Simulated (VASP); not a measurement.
# Ti (P6_3/mmc) in VASP: further runs

Runs on Ti. Level: PBEsol. Tasks: single point.

Program: VASP 6.6.1. These are calculated values, not measurements. Logs are shortened: lines on timing, memory, paths and dates and some standing lists are left out, and cuts for length are marked.

### Step 1. The cell of the first run

The structure is hexagonal, space group P6_3/mmc (No. 194). The conventional cell has a = 2.950 Å, b = 2.950 Å, c = 4.756 Å, α = 90.00°, β = 90.00°, γ = 120.00°. Ti (site symmetry -6m2) has 12 Ti at 2.93 to 2.95 Å within 3.9 Å.

### Step 2. Single point, PBEsol (strain +0.000 along x and y, +0.015 along z)

Contents of INCAR:

```
SYSTEM = Ti
PREC = Accurate
ENCUT = 520
EDIFF = 1E-6
ISMEAR = 0
SIGMA = 0.15
LREAL = .False.
LASPH = .True.
NELM = 80
ALGO = Fast
ISIF = 2
LWAVE = .False.
LCHARG = .False.
GGA = PS
NBANDS = 19
```

Contents of KPOINTS:

```
regular mesh
0
Gamma
  18 18 10
  0 0 0
```

Contents of POSCAR:

```
Ti
1.0
    2.9499978604      0.0000000000      0.0000000000
   -1.4749989302      2.5547730882      0.0000000000
    0.0000000000      0.0000000000      4.7562900000
Ti
2
Direct
    0.3333333333      0.6666666667      0.2500000000
    0.6666666667      0.3333333333      0.7500000000
```

Potentials or basis: VASP PAW PBE potentials, release 64 (Ti_sv).

Started as:

```console
cat potpaw_PBE.64/Ti_sv/POTCAR > POTCAR
mpirun -np 1 vasp_std > vasp.out
```

OUTCAR:

```text
SYSTEM = Ti
   PREC = Accurate
   ENCUT = 520
   EDIFF = 1E-6
   ISMEAR = 0
   LREAL = .False.
   LASPH = .True.
   NELM = 80
   ISIF = 2
   GGA = PS

 ion  position               nearest neighbor table
   1  0.333  0.667  0.250-
   2  0.667  0.333  0.750-

  LATTYP: Found a hexagonal cell.
 ALAT       =     2.9499978604
 C/A-ratio  =     1.6123028643

  Lattice vectors:

 A1 = (   2.9499978604,   0.0000000000,   0.0000000000)
 A2 = (  -1.4749989302,   2.5547730882,   0.0000000000)
 A3 = (   0.0000000000,   0.0000000000,   4.7562900000)

Analysis of symmetry for initial positions (statically):
=====================================================================
 Subroutine PRICEL returns:
 Original cell was already a primitive cell.

 Routine SETGRP: Setting up the symmetry group for a
 hexagonal supercell.

 Subroutine GETGRP returns: Found 24 space group operations
 (whereof 12 operations were pure point group operations)
 out of a pool of 24 trial point group operations.

The static configuration has the point symmetry D_3d.
 The point group associated with its full space group is D_6h.

Analysis of symmetry for dynamics (positions and initial velocities):
=====================================================================
 Subroutine PRICEL returns:
 Original cell was already a primitive cell.

 Routine SETGRP: Setting up the symmetry group for a
 hexagonal supercell.

 Subroutine GETGRP returns: Found 24 space group operations
 (whereof 12 operations were pure point group operations)
 out of a pool of 24 trial point group operations.

The dynamic configuration has the point symmetry D_3d.
 The point group associated with its full space group is D_6h.

 Subroutine INISYM returns: Found 24 space group operations
 (whereof 12 operations are pure point group operations),
 and found     1 'primitive' translations

----------------------------------------------------------------------------------------

                                     Primitive cell

  volume of cell :      35.8461

  direct lattice vectors                    reciprocal lattice vectors
     2.949997860  0.000000000  0.000000000     0.338983297  0.195712098  0.000000000
    -1.474998930  2.554773088  0.000000000     0.000000000  0.391424195  0.000000000
     0.000000000  0.000000000  4.756290000     0.000000000  0.000000000  0.210247903

  length of vectors
     2.949997860  2.949997860  4.756290000     0.391424195  0.391424195  0.210247903

  position of ions in fractional coordinates (direct lattice)
     0.333333333  0.666666667  0.250000000
     0.666666667  0.333333333  0.750000000

  ion indices of the primitive-cell ions
   primitive index   ion index
                 1           1
                 2           2

----------------------------------------------------------------------------------------

 KPOINTS: regular mesh

Automatic generation of k-mesh.
 Grid dimensions read from file:
 generate k-points for:   18   18   10

 Generating k-lattice:

  Cartesian coordinates                     Fractional coordinates (reciprocal lattice)
     0.018832405  0.010872894  0.000000000     0.055555556  0.000000000  0.000000000
     0.000000000  0.021745789  0.000000000     0.000000000  0.055555556  0.000000000
     0.000000000  0.000000000  0.021024790     0.000000000  0.000000000  0.100000000

  Length of vectors
     0.021745789  0.021745789  0.021024790

  Shift w.r.t. Gamma in fractional coordinates (k-lattice)
     0.000000000  0.000000000  0.000000000

 Subroutine IBZKPT returns following result:
 ===========================================

 Found    222 irreducible k-points:

 Following reciprocal coordinates:
            Coordinates               Weight
  0.000000  0.000000  0.000000      1.000000
  0.055556  0.000000  0.000000      6.000000
  0.111111  0.000000  0.000000      6.000000
  0.166667  0.000000  0.000000      6.000000
  0.222222 -0.000000  0.000000      6.000000
  0.277778  0.000000  0.000000      6.000000
[... 16 lines left out ...]
  0.333333  0.111111  0.000000     12.000000
  0.388889  0.111111  0.000000     12.000000
 [... further k-points ...]
   k-points           NKPTS =    222   k-points in BZ     NKDIM =    222   number of bands    NBANDS=     19
   number of dos      NEDOS =    301   number of ions     NIONS =      2
   total plane-waves  NPLWV =  20736
   dimension x,y,z NGX =    24 NGY =   24 NGZ =   36
   dimension x,y,z NGXF=    48 NGYF=   48 NGZF=   72
   ions per type =               2
   NGX,Y,Z   is equivalent  to a cutoff of  13.53, 13.53, 12.58 a.u.
   NGXF,Y,Z  is equivalent  to a cutoff of  27.05, 27.05, 25.17 a.u.
 SYSTEM =  Ti
   PREC   = accura    normal or accurate (medium, high low for compatibility)
   ISTART =      0    job   : 0-new  1-cont  2-samecut
   ICHARG =      2    charge: 1-file 2-atom 10-const
   ISPIN  =      1    spin polarized calculation?
   LNONCOLLINEAR =      F non collinear calculations
   LSORBIT =      F    spin-orbit coupling
   LASPH  =      T    aspherical Exc in radial PAW
   ENCUT  =  520.0 eV  38.22 Ry    6.18 a.u.   5.49  5.49  8.84*2*pi/ulx,y,z
   NELM   =     80;   NELMIN=  2; NELMDL= -5     # of ELM steps
   EDIFF  = 0.1E-05   stopping-criterion for ELM
   LREAL  =      F    real-space projection
[... 7 lines left out ...]
   TEBEG  =    0.0;   TEEND  =   0.0 temperature during run
   PSTRESS=    0.0 pullay stress
   NELECT =      24.0000    total number of electrons
   NUPDOWN=      -1.0000    fix difference up-down
   EMIN   =  10.00;   EMAX   =-10.00  energy-range for DOS
   EFERMI =   0.00;   METHOD = LEGACY
   ISMEAR =     0;   SIGMA  =   0.15  broadening in eV -4-tet -1-fermi 0-gaus
   EFERMI_NEDOS =   21; number of points for ismear=-14 and -15
   IALGO  =     68    algorithm
   IMIX   =      4    mixing-type and parameters
     AMIX     =   0.40;   BMIX     =  1.00
     AMIX_MAG =   1.60;   BMIX_MAG =  1.00
  volume/ion in A,a.u.               =      17.92       120.95
  Fermi-wavevector in a.u.,A,eV,Ry     =   1.432181  2.706429 27.907472  2.051141
  Thomas-Fermi vector in A             =   2.551836
   LORBIT       =      0    0 simple, 1 ext, 2 COOP (PROOUT), +10 PAW based schemes
   GGA     = PS    functional components
   LHFCALC =     F    Hartree Fock is set to
   AEXX    =    0.0000 exact exchange contribution
   IVDW    =     0    specifies the selected vdW correction
   LEPSILON=     F    determine dielectric tensor
   LRPA    =     F    only Hartree local field effects (RPA)
 non-spin polarized calculation
 RMM-DIIS sequential band-by-band and
 Gauss-broadening in eV      SIGMA  =   0.15
  energy-cutoff  :      520.00
  volume of cell :       35.85
 maximum number of plane-waves:       996
 NGX is ok and might be reduce to    24
   NGX = 11   NGY = 11   NGZ = 17

 number of electron      23.9999995 magnetization

 Free energy of the ion-electron system (eV)
  ---------------------------------------------------
  ext. energy  EPLUGINS =         0.00000000
  ---------------------------------------------------
  free energy    TOTEN  =       -16.62711300 eV

  energy without entropy =      -16.60230129  energy(sigma->0) =      -16.61470715

 E-fermi :   7.8740     XC(G=0): -11.4857

 val. band max:        7.8693207858   @ k =   0.2778   0.2778   0.4000
 cond. band min:       7.8797823836   @ k =   0.1667   0.0000   0.4000
 fundamental gap:      0.0104615979
 Fermi energy:         7.8740330144

 k-point     1 :       0.0000    0.0000    0.0000
  band No.  band energies     occupation
      1     -48.7941      2.00000
      2     -48.6792      2.00000
      3     -25.4390      2.00000
      4     -24.8481      2.00000
      5     -24.8481      2.00000
      6     -24.8138      2.00000
[... 11 lines left out ...]
     18       9.5279      0.00000
     19      10.9264      0.00000

 k-point     2 :       0.0556    0.0000    0.0000
  band No.  band energies     occupation
      1     -48.7912      2.00000
      2     -48.6779      2.00000
      3     -25.4328      2.00000
      4     -24.8616      2.00000
      5     -24.8525      2.00000
      6     -24.8161      2.00000
[... 11 lines left out ...]
     18       9.4807      0.00000
     19      10.9505      0.00000

 k-point     3 :       0.1111    0.0000    0.0000
  band No.  band energies     occupation
      1     -48.7830      2.00000
      2     -48.6743      2.00000
      3     -25.4146      2.00000
      4     -24.9006      2.00000
      5     -24.8649      2.00000
      6     -24.8232      2.00000
[... 11 lines left out ...]
     18       9.3544      0.00000
     19      11.0104      0.00000

 k-point     4 :       0.1667    0.0000    0.0000
  band No.  band energies     occupation
      1     -48.7702      2.00000
      2     -48.6690      2.00000
      3     -25.3857      2.00000
      4     -24.9607      2.00000
      5     -24.8835      2.00000
      6     -24.8781      2.00000
[... 11 lines left out ...]
     18       9.5684      0.00000
     19      11.0826      0.00000

 k-point     5 :       0.2222   -0.0000    0.0000
  band No.  band energies     occupation
      1     -48.7541      2.00000
      2     -48.6628      2.00000
      3     -25.3479      2.00000
      4     -25.0349      2.00000
      5     -24.9506      2.00000
      6     -24.9057      2.00000
[... 11 lines left out ...]
     18       9.8930      0.00000
     19      11.1497      0.00000
[... 334 lines left out ...]
      2     -48.6553      2.00000
      3     -25.2894      2.00000
      4     -25.1118      2.00000
      5     -25.0589      2.00000
      6     -24.9306      2.00000
[... 11 lines left out ...]
     18      10.5893      0.00000
     19      11.1436      0.00000

 k-point    22 :       0.2778    0.1111    0.0000
  band No.  band energies     occupation
      1     -48.7134      2.00000
      2     -48.6513      2.00000
      3     -25.2436      2.00000
      4     -25.1811      2.00000
      5     -25.1085      2.00000
      6     -24.9627      2.00000
[... 11 lines left out ...]
     18      11.0485      0.00000
     19      11.1657      0.00000

 k-point    23 :       0.3333    0.1111    0.0000
  band No.  band energies     occupation
      1     -48.6981      2.00000
      2     -48.6493      2.00000
      3     -25.2377      2.00000
      4     -25.1993      2.00000
      5     -25.1484      2.00000
      6     -24.9887      2.00000
[... 11 lines left out ...]
     18      11.1797      0.00000
     19      11.5201      0.00000

 k-point    24 :       0.3889    0.1111    0.0000
  band No.  band energies     occupation
      1     -48.6869      2.00000
      2     -48.6493      2.00000
      3     -25.2745      2.00000
      4     -25.1744      2.00000
      5     -25.1636      2.00000
      6     -25.0055      2.00000
[... 11 lines left out ...]
     18      11.1871      0.00000
     19      11.9935      0.00000

 [... further k-points ...]

------------------------ aborting loop because EDIFF is reached ----------------------------------------

  FORCE on cell =-STRESS in cart. coord.  units (eV):
  Direction    XX          YY          ZZ          XY          YZ          ZX
  --------------------------------------------------------------------------------------
  -------------------------------------------------------------------------------------
  Total       -1.5224901     -1.5224901     -1.9824744      0.0000000      0.0000000      0.0000000
  in kB      -68.0491512    -68.0491512    -88.6085879      0.0000000      0.0000000      0.0000000
  external PRESSURE =     -74.9022968 kB  Pullay stress =       0.0000000 kB

 VOLUME and BASIS-vectors are now :
 -----------------------------------------------------------------------------
  energy-cutoff  :      520.00
  volume of cell :       35.85
      direct lattice vectors                 reciprocal lattice vectors
     2.949997860  0.000000000  0.000000000     0.338983297  0.195712098  0.000000000
    -1.474998930  2.554773088  0.000000000     0.000000000  0.391424195  0.000000000
     0.000000000  0.000000000  4.756290000     0.000000000  0.000000000  0.210247903

 POSITION                                       TOTAL-FORCE (eV/Angst)
 -----------------------------------------------------------------------------------
     -0.00000      1.70318      1.18907         0.000000      0.000000      0.000000
      1.47500      0.85159      3.56722        -0.000000     -0.000000      0.000000
 -----------------------------------------------------------------------------------
    total drift:                                0.000000     -0.000000      0.000000

  FREE ENERGIE OF THE ION-ELECTRON SYSTEM (eV)
  ---------------------------------------------------
  free  energy   TOTEN  =       -16.6271130001 eV

  energy  without entropy=      -16.6023012925  energy(sigma->0) =      -16.61470715
```

Wall time 7.5 min (1 thread of AMD EPYC 7R43 (Zen 3), shared host); peak memory 0.2 GiB.

Results:

```yaml
Free_energy: -16.6271 eV
Pressure: -7.5 GPa
Band_gap_on_the_k_mesh: zero (bands 12 and 13 overlap by 1.09 eV)
```

Caveat: the cell differs from its parent crystal (strain +0.000 along x and y, +0.015 along z); the cell stands under tension; the PAW data sets were made with another functional, which shifts forces and pressure a little.

### Step 3. Single point, PBEsol (strain +0.015 along x and y, -0.015 along z)

Contents of INCAR:

```
SYSTEM = Ti
  PREC = Accurate
  ENCUT = 520
  EDIFF = 1E-7
  ISMEAR = 0
  SIGMA = 0.15
  LREAL = .FALSE.
  LASPH = .TRUE.
  NELM = 60
  ALGO = Fast
  ISIF = 2
  LWAVE = .FALSE.
  LCHARG = .FALSE.
  GGA = PS
  NBANDS = 19
```

Contents of KPOINTS:

```
regular mesh
0
G
  18 18 10
  0 0 0
```

Contents of POSCAR:

```
Ti
1.0
    2.9942478283      0.0000000000      0.0000000000
   -1.4971239141      2.5930946845      0.0000000000
    0.0000000000      0.0000000000      4.6157100000
Ti
2
Direct
    0.3333333333      0.6666666667      0.2500000000
    0.6666666667      0.3333333333      0.7500000000
```

Potentials or basis: VASP PAW PBE potentials, release 64 (Ti_sv).

Started as:

```console
cat potpaw_PBE.64/Ti_sv/POTCAR > POTCAR
mpirun -np 1 vasp_std > vasp.out
```

Run time: 11 min. Hardware: 1 thread of AMD EPYC 7R43 (Zen 3), shared host; peak memory 0.2 GiB.

The run converged. Its results:

* Free energy: -16.6262 eV
* Pressure: -7.4 GPa
* Band gap on the k mesh: zero (bands 12 and 13 overlap by 1.07 eV)

Stress tensor (GPa, compression positive):
```
-8.21  0.00  0.00
 0.00 -8.21  0.00
 0.00  0.00 -5.75
```

Levels at points of the mesh, in eV from the Fermi level:
```tsv
k point	band 8	band 9	band 10	band 11	band 12	band 13	band 14	band 15	band 16	band 17
(0.00, 0.00, 0.00)	-32.67	-6.14	-2.60	0.72	0.72	0.95	1.02	1.24	1.24	1.43
(0.50, 0.00, 0.00)	-32.72	-2.35	-2.09	-1.74	-0.75	0.33	0.69	1.24	3.13	3.38
(0.00, 0.00, 0.50)	-32.72	-4.26	-4.26	0.19	0.19	0.58	0.58	0.58	0.58	2.70
(0.50, 0.00, 0.50)	-32.81	-2.47	-2.47	-0.73	-0.73	1.23	1.23	1.59	1.59	3.28
```

Caveat: the cell differs from its parent crystal (strain +0.015 along x and y, -0.015 along z); the cell stands under tension; the PAW data sets were made with another functional, which shifts forces and pressure a little.

### Step 4. Single point, PBEsol (strain +0.000 along x and y, +0.030 along z)

Contents of INCAR:

```
PREC = Accurate ; ENCUT = 520
EDIFF = 1E-6 ; ISMEAR = 0
SIGMA = 0.15 ; LREAL = F
LASPH = T ; NELM = 80
ALGO = Fast ; ISIF = 2
LWAVE = F ; LCHARG = F
GGA = PS ; NBANDS = 19
```

Contents of KPOINTS:

```
Automatic mesh
0
Gamma
  18 18 10
```

Contents of POSCAR:

```
Ti
1.0
    2.9499978604      0.0000000000      0.0000000000
   -1.4749989302      2.5547730882      0.0000000000
    0.0000000000      0.0000000000      4.8265800000
Ti
2
Direct
    0.3333333333      0.6666666667      0.2500000000
    0.6666666667      0.3333333333      0.7500000000
```

Started as:

```console
cat potpaw_PBE.64/Ti_sv/POTCAR > POTCAR
mpirun -np 1 vasp_std > vasp.out
```

Wall time 14 min (1 thread of AMD EPYC 7R43 (Zen 3), shared host); peak memory 0.21 GiB.

Results (log left out):

```
Free energy            : -16.5944 eV
Pressure               : -8.8 GPa
Band gap on the k mesh : zero (bands 12 and 13 overlap by 1.00 eV)
```

Stress tensor (GPa, compression positive):
```
 -7.64   0.00   0.00
  0.00  -7.64   0.00
  0.00   0.00 -11.03
```

Levels at points of the mesh, in eV from the Fermi level:
```
           k point  band 9  band 10  band 11  band 12  band 13  band 14  band 15  band 16
(0.00, 0.00, 0.00)   -6.09    -2.61     0.40     0.68     0.79     0.79     1.21     1.21
(0.50, 0.00, 0.00)   -2.24    -2.01    -1.75    -0.53     0.49     0.63     1.00     3.29
(0.00, 0.00, 0.50)   -4.36    -4.36    -0.02    -0.02     0.75     0.75     0.75     0.75
(0.50, 0.00, 0.50)   -2.42    -2.42    -0.81    -0.81     1.26     1.26     1.74     1.74
```

Caveat: the cell differs from its parent crystal (strain +0.000 along x and y, +0.030 along z); the cell stands under tension; the PAW data sets were made with another functional, which shifts forces and pressure a little.

### Step 5. Single point, PBEsol (strain +0.030 along x and y, -0.030 along z)

Contents of INCAR:

```
SYSTEM = Ti
PREC = Accurate
ENCUT = 520
EDIFF = 1E-7
ISMEAR = 0
SIGMA = 0.15
LREAL = .False.
LASPH = .True.
NELM = 60
ALGO = Fast
ISIF = 2
LWAVE = .False.
LCHARG = .True.
GGA = PS
LELF = .True.
LVHAR = .True.
NBANDS = 19
```

Contents of KPOINTS:

```
regular mesh
0
Gamma
  18 18 10
  0 0 0
```

Contents of POSCAR:

```
Ti
1.0
    3.0384977962      0.0000000000      0.0000000000
   -1.5192488981      2.6314162809      0.0000000000
    0.0000000000      0.0000000000      4.5454200000
Ti
2
Direct
    0.3333333333      0.6666666667      0.2500000000
    0.6666666667      0.3333333333      0.7500000000
```

Started as:

```console
cat potpaw_PBE.64/Ti_sv/POTCAR > POTCAR
mpirun -np 1 vasp_std > vasp.out
```

It took 16 min on 1 thread of AMD EPYC 7R43 (Zen 3), shared host; peak memory 0.21 GiB.

It converged, with:

```
Free energy            : -16.5840 eV
Pressure               : -8.5 GPa
Band gap on the k mesh : zero (bands 12 and 13 overlap by 1.04 eV)
```

Stress tensor (GPa, compression positive):
```
-10.24   0.00   0.00
  0.00 -10.24   0.00
  0.00   0.00  -5.08
```

Levels at points of the mesh, in eV from the Fermi level:
| k point | band 8 | band 9 | band 10 | band 11 | band 12 | band 13 | band 14 | band 15 | band 16 | band 17 |
| --- | --- | --- | --- | --- | --- | --- | --- | --- | --- | --- |
| (0.00, 0.00, 0.00) | -32.72 | -6.10 | -2.55 | 0.67 | 0.67 | 1.18 | 1.19 | 1.23 | 1.23 | 1.27 |
| (0.50, 0.00, 0.00) | -32.76 | -2.37 | -2.07 | -1.67 | -0.86 | 0.20 | 0.78 | 1.33 | 2.96 | 3.26 |
| (0.00, 0.00, 0.50) | -32.78 | -4.17 | -4.17 | 0.30 | 0.30 | 0.48 | 0.48 | 0.48 | 0.48 | 2.67 |
| (0.50, 0.00, 0.50) | -32.85 | -2.43 | -2.43 | -0.67 | -0.67 | 1.18 | 1.18 | 1.48 | 1.48 | 3.15 |

Caveat: the cell differs from its parent crystal (strain +0.030 along x and y, -0.030 along z); the cell stands under tension; the PAW data sets were made with another functional, which shifts forces and pressure a little.

### Step 6. The runs side by side

| cell | further INCAR settings | gap on the mesh (eV) | pressure (GPa) |
| --- | --- | --- | --- |
| a = 2.950, b = 2.950, c = 4.756 Å, angles 90.0, 90.0, 120.0°, 2 atoms | ALGO = Fast; EDIFF = 1e-06; NBANDS = 19 | none | -7.5 |
| a = 2.994, b = 2.994, c = 4.616 Å, angles 90.0, 90.0, 120.0°, 2 atoms | ALGO = Fast; EDIFF = 1e-07; NBANDS = 19 | none | -7.4 |
| a = 2.950, b = 2.950, c = 4.827 Å, angles 90.0, 90.0, 120.0°, 2 atoms | ALGO = Fast; EDIFF = 1e-06; NBANDS = 19 | none | -8.8 |
| a = 3.038, b = 3.038, c = 4.545 Å, angles 90.0, 90.0, 120.0°, 2 atoms | ALGO = Fast; EDIFF = 1e-07; NBANDS = 19 | none | -8.5 |

Alike in all rows: task single point; level PBEsol; potentials or basis VASP PAW PBE potentials, release 64 (Ti_sv); no spin polarisation; k mesh 18 × 18 × 10; cutoff (eV) 520; smearing gaussian 0.15 eV.

Caveats: the cell stands under tension; the PAW data sets were made with another functional, which shifts forces and pressure a little.

Absolute energies hang on the potentials; compare differences alone.
